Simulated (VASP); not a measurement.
# AlIn (P6/mmm) in VASP: further runs

AlIn is run at these levels: PBE; tasks: single point.

Everything below comes from runs of VASP 6.6.1. Logs are shortened: lines on timing, memory, paths and dates and some standing lists are left out, and cuts for length are marked.

### 1 The cell of the first run

It takes space group P6/mmm (No. 191, hexagonal). Conventional cell: a = 3.054 Å, b = 3.054 Å, c = 5.711 Å, α = 90.00°, β = 90.00°, γ = 120.00°. Al (site symmetry 6/mmm) has 2 In at 2.86 Å and 6 Al at 3.05 Å within 3.8 Å. Within 3.8 Å of In (site symmetry 6/mmm) lie 2 Al at 2.86 Å and 6 In at 3.05 Å.

### 2 Single point, PBE

INCAR

```
SYSTEM = AlIn
ALGO = Fast ; EDIFF = 1E-6
ENCUT = 520 ; GGA = PE
ISIF = 2 ; ISMEAR = -1
LASPH = .True. ; LCHARG = .True.
LELF = .True. ; LREAL = .False.
LVHAR = .True. ; LWAVE = .False.
NBANDS = 15 ; NELM = 80
PREC = Accurate ; SIGMA = 0.05
```

KPOINTS

```
k-points
0
Gamma
  8 8 4
  0 0 0
```

POSCAR

```
AlIn
1.0
    3.0541300000      0.0000000000      0.0000000000
   -1.5270700000      2.6449600000      0.0000000000
    0.0000000000      0.0000000000      5.7114596000
Al In
1 1
Direct
    0.0000000000      0.0000000000      0.0000000000
    0.0000000000      0.0000000000      0.5000000000
```

Potentials or basis: VASP PAW PBE potentials, release 64 (Al, In_d).

Launch:

```sh
> cat potpaw_PBE.64/Al/POTCAR potpaw_PBE.64/In_d/POTCAR > POTCAR
> mpirun -np 1 vasp_std > vasp.out
```

OUTCAR:

```text
SYSTEM = AlIn
   EDIFF = 1E-6
   ENCUT = 520
   GGA = PE
   ISIF = 2
   ISMEAR = -1
   LASPH = .True.
   LREAL = .False.
   NELM = 80
   PREC = Accurate

 ion  position               nearest neighbor table
   1  0.000  0.000  0.000-   2 2.86   2 2.86
   2  0.000  0.000  0.500-   1 2.86   1 2.86

  LATTYP: Found a hexagonal cell.
 ALAT       =     3.0541300000
 C/A-ratio  =     1.8700774361

  Lattice vectors:

 A1 = (   3.0541300000,   0.0000000000,   0.0000000000)
 A2 = (  -1.5270700000,   2.6449600000,   0.0000000000)
 A3 = (   0.0000000000,   0.0000000000,   5.7114596000)

Analysis of symmetry for initial positions (statically):
=====================================================================
 Subroutine PRICEL returns:
 Original cell was already a primitive cell.

 Routine SETGRP: Setting up the symmetry group for a
 hexagonal supercell.

 Subroutine GETGRP returns: Found 24 space group operations
 (whereof 24 operations were pure point group operations)
 out of a pool of 24 trial point group operations.

The static configuration has the point symmetry D_6h.

Analysis of symmetry for dynamics (positions and initial velocities):
=====================================================================
 Subroutine PRICEL returns:
 Original cell was already a primitive cell.

 Routine SETGRP: Setting up the symmetry group for a
 hexagonal supercell.

 Subroutine GETGRP returns: Found 24 space group operations
 (whereof 24 operations were pure point group operations)
 out of a pool of 24 trial point group operations.

The dynamic configuration has the point symmetry D_6h.

 Subroutine INISYM returns: Found 24 space group operations
 (whereof 24 operations are pure point group operations),
 and found     1 'primitive' translations

----------------------------------------------------------------------------------------

                                     Primitive cell

  volume of cell :      46.1375

  direct lattice vectors                    reciprocal lattice vectors
     3.054130000  0.000000000  0.000000000     0.327425486  0.189039395  0.000000000
    -1.527070000  2.644960000  0.000000000     0.000000000  0.378077551  0.000000000
     0.000000000  0.000000000  5.711459600     0.000000000  0.000000000  0.175086593

  length of vectors
     3.054130000  3.054137552  5.711459600     0.378078486  0.378077551  0.175086593

  position of ions in fractional coordinates (direct lattice)
     0.000000000  0.000000000  0.000000000
     0.000000000  0.000000000  0.500000000

  ion indices of the primitive-cell ions
   primitive index   ion index
                 1           1
                 2           2

----------------------------------------------------------------------------------------

 KPOINTS: k-points

Automatic generation of k-mesh.
 Grid dimensions read from file:
 generate k-points for:    8    8    4

 Generating k-lattice:

  Cartesian coordinates                     Fractional coordinates (reciprocal lattice)
     0.040928186  0.023629924  0.000000000     0.125000000  0.000000000  0.000000000
     0.000000000  0.047259694  0.000000000     0.000000000  0.125000000  0.000000000
     0.000000000  0.000000000  0.043771648     0.000000000  0.000000000  0.250000000

  Length of vectors
     0.047259811  0.047259694  0.043771648

  Shift w.r.t. Gamma in fractional coordinates (k-lattice)
     0.000000000  0.000000000  0.000000000

 Subroutine IBZKPT returns following result:
 ===========================================

 Found     30 irreducible k-points:

 Following reciprocal coordinates:
            Coordinates               Weight
  0.000000  0.000000  0.000000      1.000000
  0.125000  0.000000  0.000000      6.000000
  0.250000  0.000000  0.000000      6.000000
  0.375000 -0.000000  0.000000      6.000000
  0.500000  0.000000  0.000000      3.000000
  0.125000  0.125000  0.000000      6.000000
[... 16 lines left out ...]
  0.250000  0.000000  0.500000      6.000000
  0.375000 -0.000000  0.500000      6.000000
 [... further k-points ...]
   k-points           NKPTS =     30   k-points in BZ     NKDIM =     30   number of bands    NBANDS=     15
   number of dos      NEDOS =    301   number of ions     NIONS =      2
   total plane-waves  NPLWV =  24192
   dimension x,y,z NGX =    24 NGY =   24 NGZ =   42
   dimension x,y,z NGXF=    48 NGYF=   48 NGZF=   84
   ions per type =               1   1
   NGX,Y,Z   is equivalent  to a cutoff of  13.06, 13.06, 12.23 a.u.
   NGXF,Y,Z  is equivalent  to a cutoff of  26.13, 26.13, 24.45 a.u.
 SYSTEM =  AlIn
   PREC   = accura    normal or accurate (medium, high low for compatibility)
   ISTART =      0    job   : 0-new  1-cont  2-samecut
   ICHARG =      2    charge: 1-file 2-atom 10-const
   ISPIN  =      1    spin polarized calculation?
   LNONCOLLINEAR =      F non collinear calculations
   LSORBIT =      F    spin-orbit coupling
   LASPH  =      T    aspherical Exc in radial PAW
   ENCUT  =  520.0 eV  38.22 Ry    6.18 a.u.   5.68  5.68 10.62*2*pi/ulx,y,z
   NELM   =     80;   NELMIN=  2; NELMDL= -5     # of ELM steps
   EDIFF  = 0.1E-05   stopping-criterion for ELM
   LREAL  =      F    real-space projection
[... 7 lines left out ...]
   TEBEG  =    0.0;   TEEND  =   0.0 temperature during run
   PSTRESS=    0.0 pullay stress
   NELECT =      16.0000    total number of electrons
   NUPDOWN=      -1.0000    fix difference up-down
   EMIN   =  10.00;   EMAX   =-10.00  energy-range for DOS
   EFERMI =   0.00;   METHOD = LEGACY
   ISMEAR =    -1;   SIGMA  =   0.05  broadening in eV -4-tet -1-fermi 0-gaus
   EFERMI_NEDOS =   21; number of points for ismear=-14 and -15
   IALGO  =     68    algorithm
   IMIX   =      4    mixing-type and parameters
     AMIX     =   0.40;   BMIX     =  1.00
     AMIX_MAG =   1.60;   BMIX_MAG =  1.00
  volume/ion in A,a.u.               =      23.07       155.68
  Fermi-wavevector in a.u.,A,eV,Ry     =   1.150174  2.173514 17.999153  1.322900
  Thomas-Fermi vector in A             =   2.286839
   LORBIT       =      0    0 simple, 1 ext, 2 COOP (PROOUT), +10 PAW based schemes
   GGA     = PE    functional components
   LHFCALC =     F    Hartree Fock is set to
   AEXX    =    0.0000 exact exchange contribution
   IVDW    =     0    specifies the selected vdW correction
   LEPSILON=     F    determine dielectric tensor
   LRPA    =     F    only Hartree local field effects (RPA)
 non-spin polarized calculation
 RMM-DIIS sequential band-by-band and
  energy-cutoff  :      520.00
  volume of cell :       46.14
 maximum number of plane-waves:      1260
 NGX is ok and might be reduce to    24
   NGX = 11   NGY = 11   NGZ = 21

 number of electron      15.9999998 magnetization

 Free energy of the ion-electron system (eV)
  ---------------------------------------------------
  ext. energy  EPLUGINS =         0.00000000
  ---------------------------------------------------
  free energy    TOTEN  =        -5.77054302 eV

  energy without entropy =       -5.75447248  energy(sigma->0) =       -5.76250775

 E-fermi :   6.8138     XC(G=0):  -9.9118

 val. band max:        6.7886198163   @ k =   0.2500   0.2500   0.2500
 cond. band min:       6.8414393951   @ k =   0.3750   0.1250   0.2500
 fundamental gap:      0.0528195787
 Fermi energy:         6.8137790509

 k-point     1 :       0.0000    0.0000    0.0000
  band No.  band energies     occupation
      1      -8.1261      2.00000
      2      -7.9632      2.00000
      3      -7.9632      2.00000
      4      -7.5773      2.00000
      5      -7.5772      2.00000
      6      -2.9229      2.00000
      7       1.3952      2.00000
      8       2.8163      2.00000
      9      14.8710      0.00000
     10      16.4136      0.00000
     11      16.7787      0.00000
     12      16.7787      0.00000
     13      18.6043      0.00000
     14      18.6044      0.00000
     15      19.6404      0.00000

 k-point     2 :       0.1250    0.0000    0.0000
  band No.  band energies     occupation
      1      -8.0812      2.00000
      2      -7.9729      2.00000
      3      -7.8849      2.00000
      4      -7.6336      2.00000
      5      -7.5885      2.00000
      6      -2.5750      2.00000
      7       1.7118      2.00000
      8       3.1736      2.00000
      9      13.5513      0.00000
     10      15.2354      0.00000
     11      15.4011      0.00000
     12      16.4993      0.00000
     13      17.8470      0.00000
     14      18.2007      0.00000
     15      18.9540      0.00000

 k-point     3 :       0.2500    0.0000    0.0000
  band No.  band energies     occupation
      1      -8.1284      2.00000
      2      -7.8502      2.00000
      3      -7.7640      2.00000
      4      -7.6908      2.00000
      5      -7.6158      2.00000
      6      -1.5114      2.00000
      7       2.6781      2.00000
      8       4.1981      2.00000
      9       9.5997      0.00000
     10      13.5609      0.00000
     11      13.8854      0.00000
     12      15.1884      0.00000
     13      15.6440      0.00000
     14      16.3000      0.00000
     15      17.6003      0.00000
[... 343 lines left out ...]
 k-point    23 :       0.2500    0.0000    0.5000
  band No.  band energies     occupation
      1      -8.1271      2.00000
      2      -7.8423      2.00000
      3      -7.7663      2.00000
      4      -7.6908      2.00000
      5      -7.6159      2.00000
      6      -0.6976      2.00000
      7       0.1518      2.00000
      8       8.8476      0.00000
      9       9.3437      0.00000
     10      10.9425      0.00000
     11      11.3898      0.00000
     12      14.6216      0.00000
     13      15.6589      0.00000
     14      16.1589      0.00000
     15      17.9895      0.00000

 k-point    24 :       0.3750   -0.0000    0.5000
  band No.  band energies     occupation
      1      -8.2189      2.00000
      2      -7.8898      2.00000
      3      -7.6880      2.00000
      4      -7.6430      2.00000
      5      -7.4888      2.00000
      6       1.1509      2.00000
      7       1.7842      2.00000
      8       6.8670      0.51319
      9       7.1239      0.00404
     10      11.0829      0.00000
     11      11.1602      0.00000
     12      13.7856      0.00000
     13      14.3569      0.00000
     14      15.3156      0.00000
     15      15.7349      0.00000

 [... further k-points ...]

------------------------ aborting loop because EDIFF is reached ----------------------------------------

  FORCE on cell =-STRESS in cart. coord.  units (eV):
  Direction    XX          YY          ZZ          XY          YZ          ZX
  --------------------------------------------------------------------------------------
  -------------------------------------------------------------------------------------
  Total        0.2308107      0.2308117      0.5258670     -0.0000004     -0.0000000      0.0000000
  in kB        8.0151711      8.0152065     18.2613464     -0.0000152     -0.0000000      0.0000000
  external PRESSURE =      11.4305747 kB  Pullay stress =       0.0000000 kB

 VOLUME and BASIS-vectors are now :
 -----------------------------------------------------------------------------
  energy-cutoff  :      520.00
  volume of cell :       46.14
      direct lattice vectors                 reciprocal lattice vectors
     3.054130000  0.000000000  0.000000000     0.327425486  0.189039395  0.000000000
    -1.527070000  2.644960000  0.000000000     0.000000000  0.378077551  0.000000000
     0.000000000  0.000000000  5.711459600     0.000000000  0.000000000  0.175086593

 POSITION                                       TOTAL-FORCE (eV/Angst)
 -----------------------------------------------------------------------------------
      0.00000      0.00000      0.00000         0.000000      0.000000      0.000000
      0.00000      0.00000      2.85573        -0.000000      0.000000      0.000000
 -----------------------------------------------------------------------------------
    total drift:                                0.000000      0.000000      0.000000

  FREE ENERGIE OF THE ION-ELECTRON SYSTEM (eV)
  ---------------------------------------------------
  free  energy   TOTEN  =        -5.7705430235 eV

  energy  without entropy=       -5.7544724751  energy(sigma->0) =       -5.76250775
```

It took 8 s on 1 thread of Intel Xeon 6975P-C (Granite Rapids), shared host; peak memory 0.16 GiB.

Results:

```yaml
Free_energy: -5.7705 eV
Pressure: 1.1 GPa
Band_gap_on_the_k_mesh: zero (band 8 reaches 8.85 eV, above the bottom of band 9 at 4.53 eV)
```

Stress tensor (GPa, compression positive):
```
0.80 0.00 0.00
0.00 0.80 0.00
0.00 0.00 1.83
```

Levels at points of the mesh, in eV from the Fermi level:
```
           k point  band 6  band 7  band 8  band 9  band 10  band 11
(0.00, 0.00, 0.00)   -9.74   -5.42   -4.00    8.06     9.60     9.96
(0.50, 0.00, 0.00)   -4.35   -3.65   -0.45    0.07     0.28     3.46
(0.00, 0.00, 0.50)   -8.93   -8.02    0.95    1.56    10.68    10.68
(0.50, 0.00, 0.50)   -3.31   -3.20   -2.72   -2.28     5.39     6.03
```

Caveat: spin-orbit coupling is left out, which moves the levels of the heavy elements.

### 3 Single point, PBE

This run uses another cell than the first one, of 23.30 Å³/atom, 1.010 times its volume.

INCAR

```
PREC = Accurate
ENCUT = 520
EDIFF = 1E-7
ISMEAR = -1
SIGMA = 0.05
LREAL = F
LASPH = T
NELM = 80
ALGO = Normal
ISIF = 2
LWAVE = F
LCHARG = T
GGA = PE
LELF = T
LVHAR = T
NBANDS = 15
```

KPOINTS

```
regular mesh
0
Gamma
  8 8 4
```

Edit POSCAR of step 2 so:

```diff
@@ -4,3 +4,3 @@
    -1.5270700000      2.6449600000      0.0000000000
-    0.0000000000      0.0000000000      5.7114596000
+    0.0000000000      0.0000000000      5.7697398000
 Al In
```

Potentials or basis: VASP PAW PBE potentials, release 64 (Al, In_d).

Launch:

```sh
> cat potpaw_PBE.64/Al/POTCAR potpaw_PBE.64/In_d/POTCAR > POTCAR
> mpirun -np 1 vasp_std > vasp.out
```

It took 8 s on 1 thread of Intel Xeon 6975P-C (Granite Rapids), shared host; peak memory 0.17 GiB.

The run converged. Its results:

| Property | Result |
| --- | --- |
| Free energy | -5.7738 eV |
| Pressure | 0.5 GPa |
| Band gap on the k mesh | zero (band 8 reaches 8.67 eV, above the bottom of band 9 at 4.44 eV) |

Levels at points of the mesh, in eV from the Fermi level:
| k point | band 6 | band 7 | band 8 | band 9 | band 10 | band 11 |
| --- | --- | --- | --- | --- | --- | --- |
| (0.00, 0.00, 0.00) | -9.69 | -5.52 | -3.99 | 7.75 | 9.39 | 10.01 |
| (0.50, 0.00, 0.00) | -4.30 | -3.62 | -0.53 | 0.09 | 0.17 | 3.44 |
| (0.00, 0.00, 0.50) | -8.91 | -8.00 | 0.81 | 1.39 | 10.67 | 10.67 |
| (0.50, 0.00, 0.50) | -3.28 | -3.17 | -2.71 | -2.29 | 5.29 | 5.86 |

Caveat: spin-orbit coupling is left out, which moves the levels of the heavy elements.
